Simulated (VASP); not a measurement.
Write the native input for VASP 6.6.1 that does the following.

```yaml
Task: single point
Functional: PBEsol
Potentials_or_basis: VASP PAW PBE potentials, release 64 (W_sv, C)
Cutoff: 520 eV
k_mesh: 2 × 2 × 2
Occupations: fermi-dirac, width 0.36 eV
Spin: no spin polarisation
Dipole_correction: no
Further_INCAR_settings: LREAL = Auto; ALGO = Normal; EDIFF = 1e-06; NBANDS = 86
```

The structure of WC lies in POSCAR:

```
WC
1.0
   -2.8448200000     -4.9273730000      0.0000000000
    4.2672300000     -2.4636860000      0.0000000000
    0.0000000000      0.0000000000      5.5881200000
W C
8 8
Direct
    0.7968385511      0.5133686834      0.0378123591
    0.7941290507      0.4952051345      0.5345447127
    0.5359388109     -0.0395222550     -0.0290258620
    0.5145344056     -0.0726565552      0.5088294453
    0.2814778056      0.4831597291     -0.0173940431
    0.2735548143      0.5025775988      0.4910417099
    0.0545461470     -0.0044117683      0.0002147413
    0.0190765818      0.0047500232      0.5067715081
    0.5340825839      0.6719508478      0.2431050156
    0.5365821128      0.6196243292      0.7825708825
    0.2877077534      0.1650196430      0.2793068152
    0.2711744566      0.1802674141      0.6981596673
    0.0363669717      0.6711514234      0.2803268362
    0.0490055060      0.6319115313      0.7917689670
    0.7479543074      0.1281616816      0.2414049806
    0.8333252840      0.1957617551      0.7835909036
```

These files were run (other wordings do the same):

INCAR

```
  PREC = Accurate
  ENCUT = 520
  EDIFF = 1E-6
  ISMEAR = -1
  SIGMA = 0.36
  LREAL = Auto
  LASPH = T
  NELM = 100
  ALGO = Normal
  ISIF = 2
  LWAVE = F
  LCHARG = F
  GGA = PS
  NBANDS = 86
```

KPOINTS

```
regular mesh
0
Gamma
  2 2 2
```

Potentials or basis: VASP PAW PBE potentials, release 64 (W_sv, C).

The run is started by

```console
$ cat potpaw_PBE.64/W_sv/POTCAR potpaw_PBE.64/C/POTCAR > POTCAR
$ mpirun -np 1 vasp_std > vasp.out
```

It gave:

The pressure is 44.1 GPa, the largest force is 9.956 eV/Å and the band gap on the k mesh is zero (bands 72 and 73 overlap by 0.40 eV).

Caveat: the k points lie up to 0.64 Å⁻¹ apart; so wide a smearing shifts energies and pressures; the PAW data sets were made with another functional, which shifts forces and pressure a little; spin-orbit coupling is left out, which moves the levels of the heavy elements.

Run time: 5 min on 1 thread of Intel(R) Xeon(R) 6975P-C (Granite Rapids), with other jobs on the host, peak memory 0.28 GiB.
